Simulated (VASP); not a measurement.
# Li in VASP: further runs

Li is run at these levels: PBE; tasks: single point.

All numbers are computed with VASP 6.6.1; they aren't measurements. Logs are shortened: lines on timing, memory, paths and dates and some standing lists are left out, and cuts for length are marked.

## Step 1: The cell of the first run

The cell holds a slab with vacuum, 21 atoms: a = 6.980 Å, b = 6.045 Å, c = 20.871 Å, α = 90.00°, β = 90.00°, γ = 54.74°.

## Step 2: Single point, PBE

The input, INCAR:

```
PREC = Accurate ; ENCUT = 520
EDIFF = 1E-6 ; ISMEAR = -1
SIGMA = 0.1 ; LREAL = Auto
LASPH = True ; NELM = 60
ALGO = Normal ; ISIF = 2
LWAVE = False ; LCHARG = True
GGA = PE ; LELF = True
LVHAR = True ; NBANDS = 48
```

The input, KPOINTS:

```
Automatic mesh
0
Gamma
  2 2 1
```

The input, POSCAR:

```
Li
1.0
    6.9800000000      0.0000000000      0.0000000000
    3.4900000000      4.9356050000      0.0000000000
    0.0000000000      0.0000000000     20.8712110000
Li
21
Direct
    0.0000000000      0.0000000000      0.0479129000
    0.5000000000      0.0000000000      0.0479129000
    0.0000000000      0.5000000000      0.0479129000
    0.5000000000      0.5000000000      0.0479129000
   -0.2296120367      0.4829752914      0.1589045567
    0.2295889230      0.5165804087      0.1591441117
   -0.2716049708      1.0154298222      0.1593011168
    0.2719675257      0.9843486680      0.1592280019
    0.0010844078     -0.0014918847      0.2653385006
    0.4992766747     -0.0018169756      0.2760242323
   -0.0004079304      0.5003401357      0.2747532331
    0.5015320705      0.4982023047      0.2674840396
   -0.2881667036      0.5196328480      0.3845615088
    0.2861446190      0.4818553986      0.3843732633
   -0.2063779466      0.9717370655      0.3797048418
    0.2053791645      1.0324817576      0.3812168810
   -0.0094723012      0.0146192263      0.5081370570
    0.5001482837      0.0128877100      0.4762570981
   -0.0075821917      0.5124993861      0.4912156028
    0.4842126810      0.5258936368      0.5154183363
    0.3022901812      0.1639281981      0.5975502160
```

Potentials or basis: VASP PAW PBE potentials, release 64 (Li_sv).

Launch:

```bash
$ cat potpaw_PBE.64/Li_sv/POTCAR > POTCAR
$ mpirun -np 1 vasp_std > vasp.out
```

OUTCAR:

```text
PREC = Accurate
   ENCUT = 520
   EDIFF = 1E-6
   ISMEAR = -1
   LREAL = Auto
   LASPH = True
   NELM = 60
   ISIF = 2
   GGA = PE

 ion  position               nearest neighbor table
   1  0.000  0.000  0.048-
   2  0.500  0.000  0.048-
   3  0.000  0.500  0.048-
   4  0.500  0.500  0.048-
   5  0.770  0.483  0.159-
   6  0.230  0.517  0.159-
[... 13 lines left out ...]
  20  0.484  0.526  0.515-
  21  0.302  0.164  0.598-

  LATTYP: Found a base centered orthorhombic cell.
 ALAT       =     6.9800000000
 B/A-ratio  =     1.4142134670
 C/A-ratio  =     2.9901448424

  Lattice vectors:

 A1 = (   3.4900000000,  -4.9356050000,   0.0000000000)
 A2 = (   3.4900000000,   4.9356050000,   0.0000000000)
 A3 = (   0.0000000000,   0.0000000000,  20.8712110000)

Analysis of symmetry for initial positions (statically):
=====================================================================
 Subroutine PRICEL returns:
 Original cell was already a primitive cell.

 Routine SETGRP: Setting up the symmetry group for a
 base centered orthorhombic supercell.

 Subroutine GETGRP returns: Found  1 space group operations
 (whereof  1 operations were pure point group operations)
 out of a pool of  8 trial point group operations.

The static configuration has the point symmetry C_1 .

Analysis of symmetry for dynamics (positions and initial velocities):
=====================================================================
 Subroutine PRICEL returns:
 Original cell was already a primitive cell.

 Routine SETGRP: Setting up the symmetry group for a
 base centered orthorhombic supercell.

 Subroutine GETGRP returns: Found  1 space group operations
 (whereof  1 operations were pure point group operations)
 out of a pool of  8 trial point group operations.

The dynamic configuration has the point symmetry C_1 .

 Subroutine INISYM returns: Found  1 space group operations
 (whereof  1 operations are pure point group operations),
 and found     1 'primitive' translations

----------------------------------------------------------------------------------------

                                     Primitive cell

  volume of cell :     719.0241

  direct lattice vectors                    reciprocal lattice vectors
     6.980000000  0.000000000  0.000000000     0.143266476 -0.101304703  0.000000000
     3.490000000  4.935605000  0.000000000     0.000000000  0.202609407  0.000000000
     0.000000000  0.000000000 20.871211000     0.000000000  0.000000000  0.047912888

  length of vectors
     6.980000000  6.044857047 20.871211000     0.175464885  0.202609407  0.047912888

  position of ions in fractional coordinates (direct lattice)
     0.000000000  0.000000000  0.047912900
     0.500000000  0.000000000  0.047912900
     0.000000000  0.500000000  0.047912900
     0.500000000  0.500000000  0.047912900
     0.770387963  0.482975291  0.158904557
     0.229588923  0.516580409  0.159144112
[... 13 lines left out ...]
     0.484212681  0.525893637  0.515418336
     0.302290181  0.163928198  0.597550216

  ion indices of the primitive-cell ions
   primitive index   ion index
                 1           1
                 2           2
                 3           3
                 4           4
                 5           5
                 6           6
[... 13 lines left out ...]
                20          20
                21          21

----------------------------------------------------------------------------------------

 KPOINTS: Automatic mesh

Automatic generation of k-mesh.
 Grid dimensions read from file:
 generate k-points for:    2    2    1

 Generating k-lattice:

  Cartesian coordinates                     Fractional coordinates (reciprocal lattice)
     0.071633238 -0.050652352  0.000000000     0.500000000  0.000000000  0.000000000
     0.000000000  0.101304703  0.000000000     0.000000000  0.500000000  0.000000000
     0.000000000  0.000000000  0.047912888     0.000000000  0.000000000  1.000000000

  Length of vectors
     0.087732443  0.101304703  0.047912888

  Shift w.r.t. Gamma in fractional coordinates (k-lattice)
     0.000000000  0.000000000  0.000000000

 Subroutine IBZKPT returns following result:
 ===========================================

 Found      4 irreducible k-points:

 Following reciprocal coordinates:
            Coordinates               Weight
  0.000000  0.000000  0.000000      1.000000
  0.500000  0.000000  0.000000      1.000000
  0.500000  0.500000  0.000000      1.000000
  0.000000  0.500000  0.000000      1.000000
   k-points           NKPTS =      4   k-points in BZ     NKDIM =      4   number of bands    NBANDS=     48
   number of dos      NEDOS =    301   number of ions     NIONS =     21
   total plane-waves  NPLWV = 414720
   dimension x,y,z NGX =    54 NGY =   48 NGZ =  160
   dimension x,y,z NGXF=   108 NGYF=   96 NGZF=  320
   ions per type =              21
   NGX,Y,Z   is equivalent  to a cutoff of  12.86, 13.20, 12.74 a.u.
   NGXF,Y,Z  is equivalent  to a cutoff of  25.72, 26.40, 25.49 a.u.
 SYSTEM =  unknown system
   PREC   = accura    normal or accurate (medium, high low for compatibility)
   ISTART =      0    job   : 0-new  1-cont  2-samecut
   ICHARG =      2    charge: 1-file 2-atom 10-const
   ISPIN  =      1    spin polarized calculation?
   LNONCOLLINEAR =      F non collinear calculations
   LSORBIT =      F    spin-orbit coupling
   LASPH  =      T    aspherical Exc in radial PAW
   ENCUT  =  520.0 eV  38.22 Ry    6.18 a.u.  12.98 11.24 38.81*2*pi/ulx,y,z
   NELM   =     60;   NELMIN=  2; NELMDL= -5     # of ELM steps
   EDIFF  = 0.1E-05   stopping-criterion for ELM
   LREAL  =      T    real-space projection
   EDIFFG = 0.1E-04   stopping-criterion for IOM
   NSW    =      0    number of steps for IOM
   IBRION =     -1    ionic relax: 0-MD 1-quasi-New 2-CG
   NFREE  =      0    steps in history (QN), initial steepest desc. (CG)
   ISIF   =      2    stress and relaxation
   ISYM   =      2    0-nonsym 1-usesym 2-fastsym
   POTIM  = 0.5000    time-step for ionic-motion
   TEBEG  =    0.0;   TEEND  =   0.0 temperature during run
   PSTRESS=    0.0 pullay stress
   NELECT =      63.0000    total number of electrons
   NUPDOWN=      -1.0000    fix difference up-down
   EMIN   =  10.00;   EMAX   =-10.00  energy-range for DOS
   EFERMI =   0.00;   METHOD = LEGACY
   ISMEAR =    -1;   SIGMA  =   0.10  broadening in eV -4-tet -1-fermi 0-gaus
   EFERMI_NEDOS =   21; number of points for ismear=-14 and -15
   IALGO  =     38    algorithm
   IMIX   =      4    mixing-type and parameters
     AMIX     =   0.40;   BMIX     =  1.00
     AMIX_MAG =   1.60;   BMIX_MAG =  1.00
  volume/ion in A,a.u.               =      34.24       231.06
  Fermi-wavevector in a.u.,A,eV,Ry     =   0.727122  1.374061  7.193484  0.528706
  Thomas-Fermi vector in A             =   1.818266
   LORBIT       =      0    0 simple, 1 ext, 2 COOP (PROOUT), +10 PAW based schemes
   GGA     = PE    functional components
   LHFCALC =     F    Hartree Fock is set to
   AEXX    =    0.0000 exact exchange contribution
   IVDW    =     0    specifies the selected vdW correction
   LEPSILON=     F    determine dielectric tensor
   LRPA    =     F    only Hartree local field effects (RPA)
 non-spin polarized calculation
  energy-cutoff  :      520.00
  volume of cell :      719.02
 maximum number of plane-waves:     19390
 NGX is ok and might be reduce to    54
   NGX = 25   NGY = 23   NGZ = 77

 number of electron      62.9999990 magnetization

 Free energy of the ion-electron system (eV)
  ---------------------------------------------------
  ext. energy  EPLUGINS =         0.00000000
  ---------------------------------------------------
  free energy    TOTEN  =       -37.00429720 eV

  energy without entropy =      -36.43620284  energy(sigma->0) =      -36.72025002

 E-fermi :  -0.6927     XC(G=0):  -4.9966

 val. band max:       -0.6984242876   @ k =   0.0000   0.0000   0.0000
 cond. band min:      -0.6844933955   @ k =   0.0000   0.5000   0.0000
 fundamental gap:      0.0139308921
 Fermi energy:        -0.6927277074

 k-point     1 :       0.0000    0.0000    0.0000
  band No.  band energies     occupation
      1     -48.8463      2.00000
      2     -47.8337      2.00000
      3     -47.7932      2.00000
      4     -47.7443      2.00000
      5     -47.7355      2.00000
      6     -47.7293      2.00000
[... 35 lines left out ...]
     42       1.4352      0.00000
     43       1.9409      0.00000

 k-point     2 :       0.5000    0.0000    0.0000
  band No.  band energies     occupation
      1     -48.8463      2.00000
      2     -47.8335      2.00000
      3     -47.7935      2.00000
      4     -47.7424      2.00000
      5     -47.7374      2.00000
      6     -47.7276      2.00000
[... 35 lines left out ...]
     42       1.2114      0.00000
     43       1.2437      0.00000

 k-point     3 :       0.5000    0.5000    0.0000
  band No.  band energies     occupation
      1     -48.8463      2.00000
      2     -47.8337      2.00000
      3     -47.7932      2.00000
      4     -47.7433      2.00000
      5     -47.7348      2.00000
      6     -47.7304      2.00000
[... 35 lines left out ...]
     42       1.1817      0.00000
     43       1.2020      0.00000

 k-point     4 :       0.0000    0.5000    0.0000
  band No.  band energies     occupation
      1     -48.8463      2.00000
      2     -47.8334      2.00000
      3     -47.7934      2.00000
      4     -47.7416      2.00000
      5     -47.7365      2.00000
      6     -47.7283      2.00000
[... 35 lines left out ...]
     42       1.1886      0.00000
     43       1.3791      0.00000
 [bands above 43 left out]

------------------------ aborting loop because EDIFF is reached ----------------------------------------

  FORCE on cell =-STRESS in cart. coord.  units (eV):
  Direction    XX          YY          ZZ          XY          YZ          ZX
  --------------------------------------------------------------------------------------
  -------------------------------------------------------------------------------------
  Total        0.2248521     -1.2827388     -0.1320264     -0.1635878     -0.0301302      0.0197699
  in kB        0.5010305     -2.8582838     -0.2941900     -0.3645172     -0.0671382      0.0440525
  external PRESSURE =      -0.8838144 kB  Pullay stress =       0.0000000 kB

 VOLUME and BASIS-vectors are now :
 -----------------------------------------------------------------------------
  energy-cutoff  :      520.00
  volume of cell :      719.02
      direct lattice vectors                 reciprocal lattice vectors
     6.980000000  0.000000000  0.000000000     0.143266476 -0.101304703  0.000000000
     3.490000000  4.935605000  0.000000000     0.000000000  0.202609407  0.000000000
     0.000000000  0.000000000 20.871211000     0.000000000  0.000000000  0.047912888

 POSITION                                       TOTAL-FORCE (eV/Angst)
 -----------------------------------------------------------------------------------
      0.00000      0.00000      1.00000        -0.009639      0.004040      0.043148
      3.49000      0.00000      1.00000         0.008865     -0.004197     -0.062389
      1.74500      2.46780      1.00000        -0.005398      0.005495     -0.053951
      5.23500      2.46780      1.00000         0.006772     -0.006081      0.035345
      7.06289      2.38378      3.31653        -0.003086      0.010491      0.009575
      3.40540      2.54964      3.32153         0.010114     -0.006222      0.007097
[... 13 lines left out ...]
      5.21517      2.59560     10.75740        -0.000257      0.006016     -0.006002
      2.68209      0.80908     12.47160         0.002167     -0.032387     -0.012168
 -----------------------------------------------------------------------------------
    total drift:                               -0.001913      0.007552      0.003010

  FREE ENERGIE OF THE ION-ELECTRON SYSTEM (eV)
  ---------------------------------------------------
  free  energy   TOTEN  =       -37.0042971979 eV

  energy  without entropy=      -36.4362028430  energy(sigma->0) =      -36.72025002
```

Run time: 8.8 min. Hardware: 1 thread of Intel Xeon Platinum 8375C at 2.90GHz (Ice Lake), shared host; peak memory 0.73 GiB.

Results:

```
Free energy   : -37.0043 eV
Largest force : 0.063 eV/Å
```

Forces in eV/Å, atoms in the order of the input:
```
Li  -0.010  0.004  0.043
Li   0.009 -0.004 -0.062
Li  -0.005  0.005 -0.054
Li   0.007 -0.006  0.035
Li  -0.003  0.010  0.010
Li   0.010 -0.006  0.007
Li   0.007 -0.007  0.005
Li  -0.012  0.002 -0.001
Li   0.009  0.008 -0.015
Li   0.003  0.008 -0.001
Li  -0.003 -0.011  0.000
Li  -0.008 -0.011 -0.007
Li   0.007  0.002  0.019
Li   0.004  0.022 -0.002
Li   0.002 -0.010  0.002
Li  -0.015 -0.017  0.002
Li  -0.008  0.016 -0.019
Li   0.009  0.012  0.030
Li  -0.004  0.008  0.026
Li   0.000  0.006 -0.006
Li   0.002 -0.032 -0.012
```

Levels at points of the mesh, in eV from the Fermi level:
```
           k point  band 29  band 30  band 31  band 32  band 33  band 34
(0.00, 0.00, 0.00)    -0.01    -0.01     0.10     0.13     0.16     0.17
(0.50, 0.00, 0.00)    -0.44    -0.29    -0.26     0.06     0.11     0.36
(0.50, 0.50, 0.00)    -0.44    -0.32    -0.29     0.10     0.12     0.39
(0.00, 0.50, 0.00)    -1.07    -0.75    -0.72    -0.28    -0.13    -0.03
```

Caveat: the k points lie up to 0.64 Å⁻¹ apart; the cutoff is under 1.25 times the usual one of these potentials, so pressure, stress and relaxed cells hold a basis-set (Pulay) error.

(Part 1 of 2 ends here.)
